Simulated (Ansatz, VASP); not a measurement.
# Al4B3Sb: VASP beside Ansatz

```
Al B Sb
1.0
     3.54031   -0.00978    0.30509
    -1.77729    3.06689   -0.30274
     0.88573   -0.49584   10.28307
Al B Sb
4 3 1
Direct
  0.29449 0.82617 0.79203
  0.43166 0.69412 0.39425
  0.82169 0.30805 0.20791
  0.69475 0.42725 0.60569
  0.07830 0.04252 0.50005
  0.11849 0.00938 0.32099
  0.99867 0.12276 0.67915
  0.56196 0.56974 0.99992
```

Change from the starting cell: cell x1, atoms moved at random (sigma 0.05 Å) and cell strained at random (1.5 %), then relaxed without symmetry.

Alike in both runs: functional PBE; k mesh 6 × 6 × 2; occupations gaussian, width 0.2 eV; no spin polarisation.

Ansatz relaxed the structure, and its values are those at the end. VASP's run is a single point on that final structure, the one shown.

|  | VASP | Ansatz |
| --- | --- | --- |
| version | VASP 6.6.1 | Ansatz 0.2.0 |
| potentials or method | VASP PAW PBE potentials, release 64 (Al, B, Sb), cutoff 520 eV | scalar-relativistic, plane waves, PAW |
| valence electrons in the cell | 26 | 36 |

|  | VASP | Ansatz | Ansatz less VASP |
| --- | --- | --- | --- |
| gap on the k mesh at the Fermi level (eV) | none | none | - |
| pressure (GPa) | 0.0 | 0.0 | 0.00 |
| rms of the force components (eV/Å) | 0.010 | 0.009 | -0.0005 |

A gap of «none» marks a metal or a gap that the smearing closes. VASP's potentials hold 26 valence electrons a cell and Ansatz's 36, so a difference there can come from the potentials and not from the codes.

Neither program's run includes spin-orbit coupling.
